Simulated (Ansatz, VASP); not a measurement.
## One calculation of GaP, two programs

Contents of INCAR:

```
SYSTEM = GaP
PREC = Accurate
ENCUT = 500
EDIFF = 1E-6
ISMEAR = 0
SIGMA = 0.02
LREAL = .FALSE.
LASPH = .TRUE.
NELM = 120
ALGO = Normal
ISIF = 2
LWAVE = .FALSE.
LCHARG = .TRUE.
GGA = PE
LELF = .TRUE.
LVHAR = .TRUE.
NBANDS = 16
GGA_COMPAT = .FALSE.
```

The input KPOINTS:

```
regular mesh
0
G
  6 6 6
  0 0 0
```

File POSCAR:

```
GaP
1.0
    0.0000000000      2.7434183333      2.7252500000
    2.7434183333      0.0000000000      2.7252500000
    2.7434183333      2.7434183333      0.0000000000
Ga P
1 1
Direct
    0.0000000000      0.0000000000      0.0000000000
    0.2500000000      0.2500000000      0.2500000000
```

Input for Ansatz:

```yaml
crystal:
  lattice:
    - [0.0, 2.743418333333333, 2.72525]
    - [2.743418333333333, 0.0, 2.72525]
    - [2.743418333333333, 2.743418333333333, 0.0]
  atoms:
    - { symbol: Ga, position: [0.0, 0.0, 0.0] }
    - { symbol: P, position: [0.25, 0.25, 0.25] }
basis:
  ecutwfc: 520.0
kpoints:
  mp_grid:
    grid: [6, 6, 6]
scf:
  occupations:
    method: gaussian
    width: 0.02
output:
  stress: true
```

Alike in both runs: task single point; functional PBE; k mesh 6 × 6 × 6; occupations gaussian, width 0.02 eV; no spin polarisation.

```csv
,VASP,Ansatz
version,VASP 6.6.1,Ansatz 0.2.0
potentials or method,"VASP PAW PBE potentials, release 64 (Ga_d, P), cutoff 500 eV","plane waves, PAW"
valence electrons in the cell,18,18
```

```csv
,VASP,Ansatz,Ansatz less VASP
pressure (GPa),1.3,1.4,+0.08
"traceless stress, the component that is largest in VASP (GPa)",0.32,0.32,-0.001
```
